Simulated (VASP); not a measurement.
Input of a VASP 6.6.1 run:

File INCAR:

```
ALGO = Normal
EDIFF = 1E-6
ENCUT = 500
GGA = PE
GGA_COMPAT = F
ISIF = 2
ISMEAR = -1
LASPH = T
LCHARG = F
LREAL = F
LWAVE = F
NBANDS = 15
NELM = 120
PREC = Accurate
SIGMA = 0.03
```

The input KPOINTS:

```
k-points
0
Gamma
  5 5 5
```

Contents of POSCAR:

```
PtSe
1.0
    0.0000000000      2.7984111300      2.7984111300
    2.7984111300      0.0000000000      2.7984111300
    2.7984111300      2.7984111300      0.0000000000
Pt Se
1 1
Direct
    0.5000000000      0.5000000000      0.5000000000
    0.0000000000      0.0000000000      0.0000000000
```

Potentials or basis: VASP PAW PBE potentials, release 64 (Pt, Se).

Run with:

```console
$ cat potpaw_PBE.64/Pt/POTCAR potpaw_PBE.64/Se/POTCAR > POTCAR
$ mpirun -np 1 vasp_std > vasp.out
```

Q: Predict the band gap on the k mesh.

A: Zero (bands 8 and 9 overlap by 3.08 eV).

Q: What does it give for the pressure?

A: -14.2 GPa.

Caveat: the k points lie up to 0.39 Å⁻¹ apart, too coarse for converged energies and pressures of a metal; spin-orbit coupling is left out, which moves the levels of the heavy elements.
